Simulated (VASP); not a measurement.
# BaCu3 in VASP: further runs

The runs below take BaCu3 through single point, with PBE, r2SCAN.

Program: VASP 6.6.1. These are calculated values, not measurements. Logs are shortened: lines on timing, memory, paths and dates and some standing lists are left out, and cuts for length are marked.

## Step 1: The cell of the first run

Symmetry: P4mm, No. 99, tetragonal system. The conventional cell has a = 4.450 Å, b = 4.450 Å, c = 4.450 Å, α = 90.00°, β = 90.00°, γ = 90.00°. Ba (site symmetry 4mm) has 12 Cu at 3.15 Å within 4.1 Å. Cu (site symmetry 4mm) has 8 Cu at 3.06 to 3.23 Å and 4 Ba at 3.15 Å within 4.0 Å. Cu (site symmetry 2mm) has 8 Cu at 3.06 to 3.23 Å and 4 Ba at 3.15 Å within 4.0 Å.

## Step 2: Single point, PBE (atom 2 (Cu) moved 0.12 Å along x)

INCAR reads:

```
SYSTEM = BaCu3
ALGO     = Fast           ! electronic algorithm
EDIFF    = 1E-7           ! SCF threshold, eV
ENCUT    = 520            ! plane-wave cutoff, eV
GGA      = PE             ! functional
ISIF     = 2              ! what is computed and relaxed
ISMEAR   = 0              ! smearing method
LASPH    = .True.         ! aspherical terms in the spheres
LCHARG   = .True.         ! write CHGCAR
LELF     = .True.         ! ELF
LREAL    = .False.        ! projectors in reciprocal space
LVHAR    = .True.       
LWAVE    = .False.        ! write WAVECAR
NBANDS   = 30             ! bands
NELM     = 100            ! most SCF steps
PREC     = Accurate       ! precision mode
SIGMA    = 0.05           ! smearing width, eV
```

KPOINTS reads:

```
k-points
0
Gamma
  8 8 8
  0 0 0
```

POSCAR reads:

```
BaCu3
1.0
    4.4499736190      0.0000000000      0.0000000000
    0.0000000000      4.4499736190      0.0000000000
    0.0000000000      0.0000000000      4.4499736190
Ba Cu
1 3
Direct
    0.0000000000      0.0000000000      0.0000000000
    0.0269664520      0.5000000000      0.5000000000
    0.5000000000      0.5000000000      0.0000000000
    0.5000000000      0.0000000000      0.5000000000
```

Potentials or basis: VASP PAW PBE potentials, release 64 (Ba_sv, Cu).

Command:

```sh
cat potpaw_PBE.64/Ba_sv/POTCAR potpaw_PBE.64/Cu/POTCAR > POTCAR
mpirun -np 1 vasp_std > vasp.out
```

OUTCAR:

```text
SYSTEM = BaCu3
   EDIFF = 1E-7
   ENCUT = 520
   GGA = PE
   ISIF = 2
   ISMEAR = 0
   LASPH = .True.
   LREAL = .False.
   NELM = 100
   PREC = Accurate

 ion  position               nearest neighbor table
   1  0.000  0.000  0.000-   3 3.15   4 3.15   4 3.15   3 3.15   3 3.15   4 3.15   4 3.15   3 3.15
                             2 3.15   2 3.15   2 3.15   2 3.15
   2  0.027  0.500  0.500-   1 3.15   1 3.15   1 3.15   1 3.15
   3  0.500  0.500  0.000-   1 3.15   1 3.15   1 3.15   1 3.15
   4  0.500  0.000  0.500-   1 3.15   1 3.15   1 3.15   1 3.15

  LATTYP: Found a simple cubic cell.
 ALAT       =     4.4499736190

  Lattice vectors:

 A1 = (   4.4499736190,   0.0000000000,   0.0000000000)
 A2 = (   0.0000000000,   4.4499736190,   0.0000000000)
 A3 = (   0.0000000000,   0.0000000000,   4.4499736190)

Analysis of symmetry for initial positions (statically):
=====================================================================
 Subroutine PRICEL returns:
 Original cell was already a primitive cell.

 Routine SETGRP: Setting up the symmetry group for a
 simple cubic supercell.

 Subroutine GETGRP returns: Found  8 space group operations
 (whereof  8 operations were pure point group operations)
 out of a pool of 48 trial point group operations.

The static configuration has the point symmetry C_4v.

Analysis of symmetry for dynamics (positions and initial velocities):
=====================================================================
 Subroutine PRICEL returns:
 Original cell was already a primitive cell.

 Routine SETGRP: Setting up the symmetry group for a
 simple cubic supercell.

 Subroutine GETGRP returns: Found  8 space group operations
 (whereof  8 operations were pure point group operations)
 out of a pool of 48 trial point group operations.

The dynamic configuration has the point symmetry C_4v.

 Subroutine INISYM returns: Found  8 space group operations
 (whereof  8 operations are pure point group operations),
 and found     1 'primitive' translations

----------------------------------------------------------------------------------------

                                     Primitive cell

  volume of cell :      88.1196

  direct lattice vectors                    reciprocal lattice vectors
     4.449973619  0.000000000  0.000000000     0.224720433  0.000000000  0.000000000
     0.000000000  4.449973619  0.000000000     0.000000000  0.224720433  0.000000000
     0.000000000  0.000000000  4.449973619     0.000000000  0.000000000  0.224720433

  length of vectors
     4.449973619  4.449973619  4.449973619     0.224720433  0.224720433  0.224720433

  position of ions in fractional coordinates (direct lattice)
     0.000000000  0.000000000  0.000000000
     0.026966452  0.500000000  0.500000000
     0.500000000  0.500000000  0.000000000
     0.500000000  0.000000000  0.500000000

  ion indices of the primitive-cell ions
   primitive index   ion index
                 1           1
                 2           2
                 3           3
                 4           4

----------------------------------------------------------------------------------------

 KPOINTS: k-points

Automatic generation of k-mesh.
 Grid dimensions read from file:
 generate k-points for:    8    8    8

 Generating k-lattice:

  Cartesian coordinates                     Fractional coordinates (reciprocal lattice)
     0.028090054  0.000000000  0.000000000     0.125000000  0.000000000  0.000000000
     0.000000000  0.028090054  0.000000000     0.000000000  0.125000000  0.000000000
     0.000000000  0.000000000  0.028090054     0.000000000  0.000000000  0.125000000

  Length of vectors
     0.028090054  0.028090054  0.028090054

  Shift w.r.t. Gamma in fractional coordinates (k-lattice)
     0.000000000  0.000000000  0.000000000

 Subroutine IBZKPT returns following result:
 ===========================================

 Found     75 irreducible k-points:

 Following reciprocal coordinates:
            Coordinates               Weight
  0.000000  0.000000  0.000000      1.000000
  0.125000  0.000000  0.000000      2.000000
  0.000000  0.125000  0.000000      4.000000
  0.250000  0.000000  0.000000      2.000000
  0.000000  0.250000  0.000000      4.000000
  0.375000  0.000000  0.000000      2.000000
[... 16 lines left out ...]
  0.375000  0.250000  0.000000      8.000000
  0.000000  0.375000  0.250000      8.000000
 [... further k-points ...]
   k-points           NKPTS =     75   k-points in BZ     NKDIM =     75   number of bands    NBANDS=     30
   number of dos      NEDOS =    301   number of ions     NIONS =      4
   total plane-waves  NPLWV =  46656
   dimension x,y,z NGX =    36 NGY =   36 NGZ =   36
   dimension x,y,z NGXF=    72 NGYF=   72 NGZF=   72
   ions per type =               1   3
   NGX,Y,Z   is equivalent  to a cutoff of  13.45, 13.45, 13.45 a.u.
   NGXF,Y,Z  is equivalent  to a cutoff of  26.90, 26.90, 26.90 a.u.
 SYSTEM =  BaCu3
   PREC   = accura    normal or accurate (medium, high low for compatibility)
   ISTART =      0    job   : 0-new  1-cont  2-samecut
   ICHARG =      2    charge: 1-file 2-atom 10-const
   ISPIN  =      1    spin polarized calculation?
   LNONCOLLINEAR =      F non collinear calculations
   LSORBIT =      F    spin-orbit coupling
   LASPH  =      T    aspherical Exc in radial PAW
   ENCUT  =  520.0 eV  38.22 Ry    6.18 a.u.   8.27  8.27  8.27*2*pi/ulx,y,z
   NELM   =    100;   NELMIN=  2; NELMDL= -5     # of ELM steps
   EDIFF  = 0.1E-06   stopping-criterion for ELM
   LREAL  =      F    real-space projection
   EDIFFG = 0.1E-05   stopping-criterion for IOM
   NSW    =      0    number of steps for IOM
   IBRION =     -1    ionic relax: 0-MD 1-quasi-New 2-CG
   NFREE  =      0    steps in history (QN), initial steepest desc. (CG)
   ISIF   =      2    stress and relaxation
   ISYM   =      2    0-nonsym 1-usesym 2-fastsym
   POTIM  = 0.5000    time-step for ionic-motion
   TEBEG  =    0.0;   TEEND  =   0.0 temperature during run
   PSTRESS=    0.0 pullay stress
   NELECT =      43.0000    total number of electrons
   NUPDOWN=      -1.0000    fix difference up-down
   EMIN   =  10.00;   EMAX   =-10.00  energy-range for DOS
   EFERMI =   0.00;   METHOD = LEGACY
   ISMEAR =     0;   SIGMA  =   0.05  broadening in eV -4-tet -1-fermi 0-gaus
   EFERMI_NEDOS =   21; number of points for ismear=-14 and -15
   IALGO  =     68    algorithm
   IMIX   =      4    mixing-type and parameters
     AMIX     =   0.40;   BMIX     =  1.00
     AMIX_MAG =   1.60;   BMIX_MAG =  1.00
  volume/ion in A,a.u.               =      22.03       148.67
  Fermi-wavevector in a.u.,A,eV,Ry     =   1.288863  2.435599 22.601573  1.661169
  Thomas-Fermi vector in A             =   2.420791
   LORBIT       =      0    0 simple, 1 ext, 2 COOP (PROOUT), +10 PAW based schemes
   GGA     = PE    functional components
   LHFCALC =     F    Hartree Fock is set to
   AEXX    =    0.0000 exact exchange contribution
   IVDW    =     0    specifies the selected vdW correction
   LEPSILON=     F    determine dielectric tensor
   LRPA    =     F    only Hartree local field effects (RPA)
 non-spin polarized calculation
 RMM-DIIS sequential band-by-band and
 Gauss-broadening in eV      SIGMA  =   0.05
  energy-cutoff  :      520.00
  volume of cell :       88.12
 maximum number of plane-waves:      2392
 NGX is ok and might be reduce to    36
   NGX = 17   NGY = 17   NGZ = 17

 number of electron      43.0000059 magnetization

 Free energy of the ion-electron system (eV)
  ---------------------------------------------------
  ext. energy  EPLUGINS =         0.00000000
  ---------------------------------------------------
  free energy    TOTEN  =       -10.99510224 eV

  energy without entropy =      -10.99103561  energy(sigma->0) =      -10.99306892

 E-fermi :   3.6930     XC(G=0): -10.1041

 val. band max:        3.6926973685   @ k =   0.3750   0.2500   0.1250
 cond. band min:       3.6954529384   @ k =   0.1250   0.3750   0.2500
 fundamental gap:      0.0027555699
 Fermi energy:         3.6930225419

 k-point     1 :       0.0000    0.0000    0.0000
  band No.  band energies     occupation
      1     -23.5906      2.00000
      2      -8.8620      2.00000
      3      -8.8604      2.00000
      4      -8.8604      2.00000
      5      -1.7874      2.00000
      6       0.3919      2.00000
[... 22 lines left out ...]
     29      10.6351      0.00000
     30      10.6398      0.00000

 k-point     2 :       0.1250    0.0000    0.0000
  band No.  band energies     occupation
      1     -23.5876      2.00000
      2      -8.9338      2.00000
      3      -8.8577      2.00000
      4      -8.8577      2.00000
      5      -1.6084      2.00000
      6       0.4533      2.00000
[... 22 lines left out ...]
     29       9.3509      0.00000
     30      11.3646      0.00000

 k-point     3 :       0.0000    0.1250    0.0000
  band No.  band energies     occupation
      1     -23.5876      2.00000
      2      -8.9321      2.00000
      3      -8.8592      2.00000
      4      -8.8577      2.00000
      5      -1.6085      2.00000
      6       0.4543      2.00000
[... 22 lines left out ...]
     29       9.3633      0.00000
     30      11.3460      0.00000

 k-point     4 :       0.2500    0.0000    0.0000
  band No.  band energies     occupation
      1     -23.5801      2.00000
      2      -9.0985      2.00000
      3      -8.8511      2.00000
      4      -8.8511      2.00000
      5      -1.1210      2.00000
      6       0.6183      2.00000
[... 22 lines left out ...]
     29       8.8534      0.00000
     30      11.5163      0.00000

 k-point     5 :       0.0000    0.2500    0.0000
  band No.  band energies     occupation
      1     -23.5802      2.00000
      2      -9.0964      2.00000
      3      -8.8526      2.00000
      4      -8.8510      2.00000
      5      -1.1208      2.00000
      6       0.6187      2.00000
[... 22 lines left out ...]
     29       8.8578      0.00000
     30      11.4904      0.00000
[... 526 lines left out ...]
     29      10.3844      0.00000
     30      10.7773      0.00000

 k-point    22 :       0.0000    0.2500    0.2500
  band No.  band energies     occupation
      1     -23.5703      2.00000
      2      -9.0875      2.00000
      3      -9.0454      2.00000
      4      -8.8431      2.00000
      5      -0.5636      2.00000
      6       0.7538      2.00000
[... 22 lines left out ...]
     29      10.3955      0.00000
     30      10.7979      0.00000

 k-point    23 :       0.3750    0.2500    0.0000
  band No.  band energies     occupation
      1     -23.5632      2.00000
      2      -9.2118      2.00000
      3      -9.0437      2.00000
      4      -8.8348      2.00000
      5      -0.0127      2.00000
      6       0.8805      2.00000
[... 22 lines left out ...]
     29      10.1361      0.00000
     30      10.6922      0.00000

 k-point    24 :       0.0000    0.3750    0.2500
  band No.  band energies     occupation
      1     -23.5633      2.00000
      2      -9.2097      2.00000
      3      -9.0439      2.00000
      4      -8.8364      2.00000
      5      -0.0064      2.00000
      6       0.8782      2.00000
[... 22 lines left out ...]
     29      10.0956      0.00000
     30      10.7823      0.00000

 [... further k-points ...]
[... 5 lines left out ...]
  --------------------------------------------------------------------------------------
  -------------------------------------------------------------------------------------
  Total        0.4609420      0.4266275      0.4266275      0.0000000      0.0000000      0.0000000
  in kB        8.3807818      7.7568804      7.7568804      0.0000000      0.0000000      0.0000000
  external PRESSURE =       7.9648475 kB  Pullay stress =       0.0000000 kB

 VOLUME and BASIS-vectors are now :
 -----------------------------------------------------------------------------
  energy-cutoff  :      520.00
  volume of cell :       88.12
      direct lattice vectors                 reciprocal lattice vectors
     4.449973619  0.000000000  0.000000000     0.224720433  0.000000000  0.000000000
     0.000000000  4.449973619  0.000000000     0.000000000  0.224720433  0.000000000
     0.000000000  0.000000000  4.449973619     0.000000000  0.000000000  0.224720433

 POSITION                                       TOTAL-FORCE (eV/Angst)
 -----------------------------------------------------------------------------------
      0.00000      0.00000      0.00000        -0.075353     -0.000000      0.000000
      0.12000      2.22499      2.22499         0.250291      0.000000     -0.000000
      2.22499      2.22499      0.00000        -0.087469     -0.000000      0.000000
      2.22499      0.00000      2.22499        -0.087469     -0.000000      0.000000
 -----------------------------------------------------------------------------------
    total drift:                                0.000477      0.000000     -0.000003

  FREE ENERGIE OF THE ION-ELECTRON SYSTEM (eV)
  ---------------------------------------------------
  free  energy   TOTEN  =       -10.9951022352 eV

  energy  without entropy=      -10.9910356139  energy(sigma->0) =      -10.99306892
```

Wall time 3.3 min (1 thread of Intel Xeon 6975P-C (Granite Rapids), shared host); peak memory 0.32 GiB.

Results:

```yaml
Free_energy: -10.9951 eV
Pressure: 0.8 GPa
Largest_force: 0.250 eV/Å
Band_gap_on_the_k_mesh: zero (an odd number of electrons rules out a gap without spin polarisation)
```

Forces on the atoms (eV/Å):
```
Ba  -0.075  0.000  0.000
Cu   0.250  0.000  0.000
Cu  -0.087  0.000  0.000
Cu  -0.087  0.000  0.000
```

Caveat: the cell differs from its parent crystal (atom 2 (Cu) moved 0.12 Å along x); spin-orbit coupling is left out, which moves the levels of the heavy elements.

## Step 3: Single point, PBE

This run uses another cell than the first one, of 22.25 Å³/atom.

INCAR reads:

```
ALGO = Fast ; EDIFF = 1E-7
ENCUT = 520 ; GGA = PE
ISIF = 2 ; ISMEAR = 0
LASPH = T ; LCHARG = F
LREAL = F ; LWAVE = F
NBANDS = 30 ; NELM = 80
PREC = Accurate ; SIGMA = 0.05
```

KPOINTS reads:

```
k-points
0
Gamma
  8 8 8
```

POSCAR reads:

```
BaCu3
1.0
    4.4499736190      0.0000000000      0.0000000000
    0.0000000000      4.4944733552      0.0000000000
    0.0000000000      0.0000000000      4.4499736190
Ba Cu
1 3
Direct
    0.0000000000      0.0000000000      0.0000000000
    0.0000000000      0.5000000000      0.5000000000
    0.5000000000      0.5000000000      0.0000000000
    0.5000000000      0.0000000000      0.5000000000
```

Potentials or basis: VASP PAW PBE potentials, release 64 (Ba_sv, Cu).

Command:

```sh
cat potpaw_PBE.64/Ba_sv/POTCAR potpaw_PBE.64/Cu/POTCAR > POTCAR
mpirun -np 1 vasp_std > vasp.out
```

It took 3.5 min on 1 thread of Intel Xeon 6975P-C (Granite Rapids), shared host; peak memory 0.32 GiB.

It converged, with:

```yaml
Free_energy: -10.9834 eV
Pressure: 0.4 GPa
Band_gap_on_the_k_mesh: zero (an odd number of electrons rules out a gap without spin polarisation)
```

Levels at points of the mesh, in eV from the Fermi level:
```tsv
k point	band 19	band 20	band 21	band 22	band 23	band 24	band 25	band 26
(0.00, 0.00, 0.00)	-1.68	-1.66	0.76	0.84	2.42	2.53	2.53	5.11
(0.50, 0.00, 0.00)	-1.91	-1.86	-1.68	1.24	1.26	1.31	2.84	5.14
(0.00, 0.50, 0.00)	-1.94	-1.84	-1.66	1.28	1.33	1.33	2.91	5.08
(0.50, 0.50, 0.00)	-2.00	-1.95	-0.71	-0.31	-0.28	2.19	2.26	5.11
(0.50, 0.00, 0.50)	-1.99	-1.94	-0.70	-0.25	-0.25	2.17	2.17	4.97
(0.50, 0.50, 0.50)	-1.78	-0.41	-0.37	-0.37	-0.19	2.09	2.16	2.16
```

Caveat: spin-orbit coupling is left out, which moves the levels of the heavy elements.

## Step 4: Single point, r2SCAN

Changes to POSCAR since step 3:

```diff
@@ -3,3 +3,3 @@
     4.4499736190      0.0000000000      0.0000000000
-    0.0000000000      4.4944733552      0.0000000000
+    0.0000000000      4.4499736190      0.0000000000
     0.0000000000      0.0000000000      4.4499736190
```

INCAR.step1 reads:

```
SYSTEM = BaCu3
PREC = Accurate ; ENCUT = 520
ISMEAR = 0 ; SIGMA = 0.05
LREAL = .FALSE. ; LASPH = .TRUE.
NELM = 60 ; NBANDS = 30
GGA = PE ; ALGO = Normal
EDIFF = 1E-4 ; LWAVE = .TRUE.
LCHARG = .FALSE.
```

INCAR.step2 reads:

```
SYSTEM = BaCu3
PREC = Accurate ; ENCUT = 520
EDIFF = 1E-6 ; ISMEAR = 0
SIGMA = 0.05 ; LREAL = .FALSE.
LASPH = .TRUE. ; NELM = 60
ALGO = Normal ; ISIF = 2
LWAVE = .FALSE. ; LCHARG = .TRUE.
METAGGA = R2SCAN ; LMIXTAU = .TRUE.
LELF = .TRUE. ; LVHAR = .TRUE.
NBANDS = 30 ; ISTART = 1
```

KPOINTS reads:

```
regular mesh
0
G
  8 8 8
  0 0 0
```

Command:

```sh
cat potpaw_PBE.64/Ba_sv/POTCAR potpaw_PBE.64/Cu/POTCAR > POTCAR
cp INCAR.step1 INCAR
mpirun -np 1 vasp_std > vasp.out
cp INCAR.step2 INCAR
mpirun -np 1 vasp_std > vasp.out
```

Wall time 3.3 min (1 thread of Intel Xeon 6975P-C (Granite Rapids), shared host); peak memory 0.26 GiB.

Results (log left out):

| Item | Value |
| --- | --- |
| Free energy | -56.2997 eV |
| Pressure | -0.3 GPa |
| Band gap on the k mesh | zero (an odd number of electrons rules out a gap without spin polarisation) |

Levels at points of the mesh, in eV from the Fermi level:
```csv
k point,band 18,band 19,band 20,band 21,band 22,band 23,band 24,band 25,band 26,band 27
"(0.00, 0.00, 0.00)",-1.82,-1.82,-1.82,0.89,0.89,2.52,2.52,2.52,5.37,5.37
"(0.50, 0.00, 0.00)",-2.12,-2.08,-2.02,-1.82,1.33,1.33,1.37,3.08,5.42,5.53
"(0.50, 0.50, 0.00)",-2.18,-2.18,-2.10,-0.66,-0.30,-0.30,2.33,2.33,5.35,5.77
"(0.50, 0.50, 0.50)",-1.93,-1.93,-0.41,-0.41,-0.41,-0.27,2.23,2.23,2.23,6.47
```

Caveat: the PAW data sets were made with another functional, which shifts forces and pressure a little; spin-orbit coupling is left out, which moves the levels of the heavy elements.

## Step 5: Summary

| level | cell | gap on the mesh (eV) | pressure (GPa) |
| --- | --- | --- | --- |
| PBE | a = 4.450 Å, 4 atoms, atomic positions A | none | 0.8 |
| PBE | a = 4.450, b = 4.494 Å, 4 atoms, atomic positions B | none | 0.4 |
| r2SCAN | a = 4.450 Å, 4 atoms, atomic positions B | none | -0.3 |

Alike in all rows: task single point; potentials or basis VASP PAW PBE potentials, release 64 (Ba_sv, Cu); no spin polarisation; k mesh 8 × 8 × 8; cutoff (eV) 520; smearing gaussian 0.05 eV.

Caveats: spin-orbit coupling is left out, which moves the levels of the heavy elements; the PAW data sets were made with another functional, which shifts forces and pressure a little (at least some runs).

Total energies depend on the potentials used, so only differences within one code and one set of settings carry meaning.
